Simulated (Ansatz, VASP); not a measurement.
## BN in VASP and in Ansatz

```
CELL_PARAMETERS angstrom
-0.08492 3.46283 2.11366
1.21914 -0.05127 2.14732
1.19920 3.47655 -0.07120
ATOMIC_POSITIONS crystal
B 0.00005 0.00005 0.99995
N 0.66667 0.66667 0.33333
```

Alike in both runs: task single point; functional r2SCAN; k mesh 10 × 10 × 10; occupations fermi-dirac, width 0.05 eV; no spin polarisation.

|  | VASP | Ansatz |
| --- | --- | --- |
| version | VASP 6.6.1 | Ansatz 0.2.0 |
| potentials or method | VASP PAW PBE potentials, release 64 (B, N), cutoff 520 eV | plane waves, PAW |
| valence electrons in the cell | 8 | 8 |

VASP gave:

| Item | Value |
| --- | --- |
| pressure (GPa) | 0.1 |
| traceless stress, the component that is largest in VASP (GPa) | 10.98 |

**Question.** Which values does Ansatz return?

**Answer.** Pressure (GPa): -0.3; traceless stress, the component that is largest in VASP (GPa): 10.97.

VASP's potentials were made for PBE, not for r2SCAN. With one functional, cell and mesh, what is left measures potentials, basis and numerics.
